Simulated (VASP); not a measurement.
Set up this calculation in VASP 6.6.1, as the native input.

| Property | Result |
| --- | --- |
| Task | relaxation of shape and atoms at fixed volume |
| Functional | r2SCAN |
| Potentials or basis | VASP PAW PBE potentials, release 64 (Al, Cu) |
| Cutoff | 600 eV |
| k mesh | 16 × 16 × 6 |
| Occupations | gaussian, width 0.1 eV |
| Spin | no spin polarisation |
| Dipole correction | no |
| Further INCAR settings | ALGO = Normal; EDIFF = 1e-06; IBRION = 2; EDIFFG = -0.01; NSW = 50; ISIF = 4 |

Crystal: Al3Cu.

```xyz
4
Lattice="2.6901 0.0000 0.0000 0.0000 2.6901 0.0000 0.0000 0.0000 7.3451" Properties=species:S:1:pos:R:3 pbc="T T T"
Al    0.0000    0.0000    3.6725
Al    1.3451    1.3451    1.6518
Al    1.3451    1.3451    5.6932
Cu    0.0000    0.0000    0.0000
```

The input as run:

POSCAR

```
Al3Cu
1.0
    2.6901074544      0.0000000000      0.0000000000
    0.0000000000      2.6901074544      0.0000000000
    0.0000000000      0.0000000000      7.3450507285
Al Cu
3 1
Direct
    0.0000000000      0.0000000000      0.5000000000
    0.5000000000      0.5000000000      0.2248867271
    0.5000000000      0.5000000000      0.7751132729
    0.0000000000      0.0000000000      0.0000000000
```

INCAR.step1

```
PREC = Accurate
ENCUT = 600
ISMEAR = 0
SIGMA = 0.1
LREAL = False
LASPH = True
NELM = 60
GGA = PE
ALGO = Normal
EDIFF = 1E-4
LWAVE = True
LCHARG = False
```

INCAR.step2

```
PREC = Accurate
ENCUT = 600
EDIFF = 1E-6
ISMEAR = 0
SIGMA = 0.1
LREAL = False
LASPH = True
NELM = 60
ALGO = Normal
ISIF = 4
LWAVE = False
LCHARG = False
METAGGA = R2SCAN
LMIXTAU = True
IBRION = 2
NSW = 50
EDIFFG = -0.01
ISTART = 1
```

KPOINTS

```
Automatic mesh
0
Gamma
  16 16 6
```

Potentials or basis: VASP PAW PBE potentials, release 64 (Al, Cu).

Run with:

```bash
$ cat potpaw_PBE.64/Al/POTCAR potpaw_PBE.64/Cu/POTCAR > POTCAR
$ cp INCAR.step1 INCAR
$ mpirun -np 1 vasp_std > vasp.out
$ cp INCAR.step2 INCAR
$ mpirun -np 1 vasp_std > vasp.out
```

Results of the run:

```yaml
Energy_gained_by_relaxing: 0.2 meV/atom
Ionic_steps: 4
Pressure_after_relaxing: 12.2 GPa
Band_gap_on_the_k_mesh: zero (bands 10 and 11 overlap by 6.67 eV)
```

Caveat: the PAW data sets were made with another functional, which shifts forces and pressure a little.

Run time: 29 min on 1 thread of Oxide Virtual Turin-like Processor (shared host), peak memory 0.29 GiB.
